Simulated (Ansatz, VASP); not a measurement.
CaS: VASP beside Ansatz

```
CELL_PARAMETERS angstrom
0.00000 2.78222 2.78222
2.78222 0.00000 2.78222
2.78222 2.78222 0.00000
ATOMIC_POSITIONS crystal
Ca 0.00000 0.00000 0.00000
S 0.50000 0.50000 0.50000
```

Alike in both runs: task single point; functional LDA; k mesh 9 × 9 × 9; occupations fermi-dirac, width 0.02 eV; no spin polarisation.

```csv
,VASP,Ansatz
version,VASP 6.6.1,Ansatz 0.2.0
potentials or method,"VASP PAW LDA potentials, release 64 (Ca_sv, S)","PAW with Ansatz's default frozen-core files, scalar-relativistic"
plane-wave cutoff (eV),500,420
valence electrons in the cell,16,16
```

VASP gave:

| Item | Value |
| --- | --- |
| gap on the k mesh at the Fermi level (eV) | 2.01 |
| pressure (GPa) | 0.2 |

Q: Which values does Ansatz return?

A: gap on the k mesh at the Fermi level (eV): 2.02; pressure (GPa): 0.0.

LDA's correlation is that of Perdew and Zunger in VASP and of Perdew and Wang (1992) in Ansatz.
